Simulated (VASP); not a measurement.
Runs of VASP 6.6.1 on AlN. The structure is that of space group Fm-3m (No. 225), or close to it. The cells are those of the table. 

| cell | gap on the mesh (eV) | pressure (GPa) |
| --- | --- | --- |
| a = 2.785 Å, angles 60.0°, 2 atoms | 5.04 | (a) |
| a = 2.857 Å, angles 60.0°, 2 atoms | (b) | -5.2 |
| a = 2.821 Å, angles 60.0°, 2 atoms | 4.85 | 5.2 |
| a = 2.708 Å, angles 60.0°, 2 atoms | 4.84 | 51.6 |
| a = 2.747 Å, angles 60.0°, 2 atoms | 4.95 | 33.1 |

Alike in all rows: task single point; level LDA; potentials or basis VASP PAW LDA potentials, release 64 (Al, N); no spin polarisation; k mesh 8 × 8 × 8; cutoff (eV) 520; smearing gaussian 0.01 eV.

Task: Estimate the missing entries.

Result: (a) 17.8; (b) 4.48.

A k mesh can miss the band edges.
